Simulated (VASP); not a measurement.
A run of VASP 6.6.1 is set up as follows.

Contents of INCAR:

```
SYSTEM = Cu2O
  ALGO = Normal
  EDIFF = 1E-6
  ENCUT = 600
  GGA = PS
  GGA_COMPAT = .FALSE.
  ISIF = 2
  ISMEAR = 0
  LASPH = .TRUE.
  LCHARG = .FALSE.
  LREAL = .FALSE.
  LWAVE = .FALSE.
  NBANDS = 37
  NELM = 120
  PREC = Accurate
  SIGMA = 0.01
```

File KPOINTS:

```
k-points
0
G
  6 6 6
  0 0 0
```

The input POSCAR:

```
Cu2O
1.0
    4.2226533852      0.0000000000      0.0000000000
    0.0000000000      4.2226533852      0.0000000000
    0.0000000000      0.0000000000      4.2226533852
Cu O
4 2
Direct
    0.2500000000      0.2500000000      0.2500000000
    0.2500000000      0.7500000000      0.7500000000
    0.7500000000      0.7500000000      0.2500000000
    0.7500000000      0.2500000000      0.7500000000
    0.0000000000      0.0000000000      0.0000000000
    0.5000000000      0.5000000000      0.5000000000
```

Potentials or basis: VASP PAW PBE potentials, release 64 (Cu, O).

The run is started by

```sh
$ cat potpaw_PBE.64/Cu/POTCAR potpaw_PBE.64/O/POTCAR > POTCAR
$ mpirun -np 1 vasp_std > vasp.out
```

(1) What does it give for the band gap on the k mesh?

(2) What does it give for the pressure?

Answers

(1) 0.57 eV.

(2) 0.8 GPa.

Caveat: the PAW data sets were made with another functional, which shifts forces and pressure a little.

**The experiment to reproduce.**

“Importance of surface oxygen vacancies for ultrafast hot carrier relaxation and transport in Cu2O”, 2021, arxiv:2103.03167 quotes, for a bulk crystal of Cu2O: band gap 2.17 eV (direct).

Measured gap of Cu2O: 2.17 eV (direct; quoted in “Importance of surface oxygen vacancies for ultrafast hot carrier relaxation and transport in Cu2O”, 2021, arxiv:2103.03167). This calculation gives 0.57 eV (-1.60 eV). So large a miss can be the level of theory's own, or it may mean another phase, state or a wrong row. The value is that of PBEsol on a finite k mesh, which can miss the band edges, without temperature or zero-point motion. Semilocal functionals fall short of measured gaps as a rule.
